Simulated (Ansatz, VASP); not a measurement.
# One calculation of Pb, two programs

```xyz
2
Lattice="3.4800 0.0000 0.0000 -1.7400 3.0138 0.0000 0.0000 0.0000 5.7018" Properties=species:S:1:pos:R:3 pbc="T T T"
Pb    1.7400    1.0046    4.2764
Pb    0.0000    2.0092    1.4255
```

Alike in both runs: functional PBEsol; k mesh 7 × 7 × 4; occupations fermi-dirac, width 0.05 eV; no spin polarisation.

|  | VASP | Ansatz |
| --- | --- | --- |
| version | VASP 6.6.1 | Ansatz 0.2.0 |
| potentials or method | VASP PAW PBE potentials, release 64 (Pb_d) | Ansatz PAW |
| plane-wave cutoff (eV) | 520 | 420 |
| valence electrons in the cell | 28 | 28 |
| task | single point | band structure |

|  | VASP | Ansatz | Ansatz less VASP |
| --- | --- | --- | --- |
| gap on the k mesh at the Fermi level (eV) | none | none | - |
| pressure (GPa) | -0.3 | -0.2 | +0.07 |
| traceless stress, the component that is largest in VASP (GPa) | -1.21 | -1.22 | -0.006 |

VASP's potentials were made for PBE, not for PBEsol. A gap of «none» marks a metal or a gap that the smearing closes.

Neither program's run includes spin-orbit coupling.
